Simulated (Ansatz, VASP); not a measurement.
ReS3 in VASP and in Ansatz

```
CELL_PARAMETERS angstrom
10.15350 0.00000 0.00000
-5.07675 8.79319 0.00000
0.00000 0.00000 2.85615
ATOMIC_POSITIONS crystal
Re 0.33333 0.66667 0.75000
Re 0.66667 0.33333 0.25000
S 0.22770 0.45541 0.25000
S 0.22770 0.77230 0.25000
S 0.54459 0.77230 0.25000
S 0.77230 0.54459 0.75000
S 0.77230 0.22770 0.75000
S 0.45541 0.22770 0.75000
```

Change from the starting cell: species swapped into the Dy3Lu type (P6_3/mmc, No. 194).

Alike in both runs: functional PBE; k mesh 3 × 3 × 6; occupations gaussian, width 0.1 eV; no spin polarisation.

Ansatz relaxed the structure, and its values are those at the end. VASP's run is a single point on that final structure, the one shown.

|  | VASP | Ansatz |
| --- | --- | --- |
| version | VASP 6.6.1 | Ansatz 0.2.0 |
| potentials or method | VASP PAW PBE potentials, release 64 (Re, S), cutoff 520 eV | scalar-relativistic, plane waves, PAW |
| valence electrons in the cell | 50 | 66 |

|  | VASP | Ansatz | Ansatz less VASP |
| --- | --- | --- | --- |
| gap on the k mesh at the Fermi level (eV) | none | none | - |
| pressure (GPa) | 0.1 | 0.0 | -0.16 |
| rms of the force components (eV/Å) | 0.022 | 0.007 | -0.0158 |

A gap of «none» marks a metal or a gap that the smearing closes. VASP's potentials hold 50 valence electrons a cell and Ansatz's 66, so a difference there can come from the potentials and not from the codes.

The k mesh is coarse, so the values compare programs but aren't converged. Neither program's run includes spin-orbit coupling.
